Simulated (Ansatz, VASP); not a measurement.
Two plane-wave programs on MgZn4O

```
Mg Zn O
1.0
     5.47915    0.00000    0.00000
     0.00000    5.47915    0.00000
     0.00000    0.00000    4.18016
Mg Zn O
1 4 1
Direct
  0.00000 0.00000 0.60073
  0.75975 0.75975 0.10116
  0.24025 0.24025 0.10116
  0.24025 0.75975 0.10116
  0.75975 0.24025 0.10116
  0.50000 0.50000 0.10185
```

Alike in both runs: functional PBE; k mesh 4 × 4 × 3; occupations gaussian, width 0.2 eV; no spin polarisation.

Ansatz relaxed the structure, and its values are those at the end. VASP's run is a single point on that final structure, the one shown.

```csv
,VASP,Ansatz
version,VASP 6.6.1,Ansatz 0.2.0
potentials or method,"VASP PAW PBE potentials, release 64 (Mg, Zn, O), cutoff 520 eV","scalar-relativistic, plane waves, PAW"
valence electrons in the cell,56,64
```

VASP gave:

- gap on the k mesh at the Fermi level (eV): none
- pressure (GPa): 0.2
- rms of the force components (eV/Å): 0.035

Task: Estimate Ansatz's values.

Result: gap on the k mesh at the Fermi level (eV): none; pressure (GPa): 0.0; rms of the force components (eV/Å): 0.009.

A gap of «none» marks a metal or a gap that the smearing closes. VASP's potentials hold 56 valence electrons a cell and Ansatz's 64, so a difference there can come from the potentials and not from the codes.

The k mesh is coarse, so the values compare programs but aren't converged.
